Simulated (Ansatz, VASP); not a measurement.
**Pt: VASP beside Ansatz**

```xyz
1
Lattice="0.0000 1.9470 1.9470 1.9470 0.0000 1.9470 1.9470 1.9470 0.0000" Properties=species:S:1:pos:R:3 pbc="T T T"
Pt    0.0000    0.0000    0.0000
```

Alike in both runs: functional LDA; k mesh 18 × 18 × 18; occupations fermi-dirac, width 0.05 eV; no spin polarisation.

Ansatz relaxed the structure, and its values are those at the end. VASP's run is a single point on that final structure, the one shown.

```csv
,VASP,Ansatz
version,VASP 6.6.1,Ansatz 0.2.0
potentials or method,"VASP PAW LDA potentials, release 64 (Pt), cutoff 520 eV","all-electron LAPW, scalar-relativistic"
```

```csv
,VASP,Ansatz,Ansatz less VASP
pressure (GPa),0.8,0.0,-0.76
```

LDA's correlation is that of Perdew and Zunger in VASP and of Perdew and Wang (1992) in Ansatz. Ansatz ran all-electron here, and VASP with PAW potentials.

Spin-orbit coupling is off throughout.
